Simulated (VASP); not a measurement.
A run of VASP 6.6.1:

The input POSCAR:

```
Al2O3
1.0
    2.3802500000      1.3742379782      4.3318666667
   -2.3802500000      1.3742379782      4.3318666667
    0.0000000000     -2.7484759565      4.3318666667
Al O
4 6
Direct
    0.3521600000      0.3521600000      0.3521600000
    0.1478400000      0.1478400000      0.1478400000
    0.6478400000      0.6478400000      0.6478400000
    0.8521600000      0.8521600000      0.8521600000
    0.5566800000      0.9433200000      0.2500000000
    0.2500000000      0.5566800000      0.9433200000
    0.9433200000      0.2500000000      0.5566800000
    0.4433200000      0.0566800000      0.7500000000
    0.7500000000      0.4433200000      0.0566800000
    0.0566800000      0.7500000000      0.4433200000
```

The input INCAR.step1:

```
PREC = Accurate
ENCUT = 600
ISMEAR = 0
SIGMA = 0.01
LREAL = False
LASPH = True
NELM = 80
GGA = PE
ALGO = Normal
EDIFF = 1E-4
LWAVE = True
LCHARG = False
```

INCAR.step2

```
PREC = Accurate
ENCUT = 600
EDIFF = 1E-6
ISMEAR = 0
SIGMA = 0.01
LREAL = False
LASPH = True
NELM = 80
ALGO = Normal
ISIF = 3
LWAVE = False
LCHARG = False
METAGGA = R2SCAN
LMIXTAU = True
IBRION = 2
NSW = 100
EDIFFG = -0.003
ISTART = 1
```

File KPOINTS:

```
regular mesh
0
Gamma
  5 5 5
```

Potentials or basis: VASP PAW PBE potentials, release 64 (Al, O).

The run is started by

```console
$ cat potpaw_PBE.64/Al/POTCAR potpaw_PBE.64/O/POTCAR > POTCAR
$ cp INCAR.step1 INCAR
$ mpirun -np 1 vasp_std > vasp.out
$ cp INCAR.step2 INCAR
$ mpirun -np 1 vasp_std > vasp.out
```

Hardware: 1 thread of Intel(R) Xeon(R) Platinum 8488C (Sapphire Rapids) (shared host).

Problem. How long does it take, and how much memory?

Solution. Wall time 12 min on 1 thread of Intel(R) Xeon(R) Platinum 8488C (Sapphire Rapids), with other jobs on the host, peak memory 0.3 GiB. Counts: k points 19, ion steps 9.
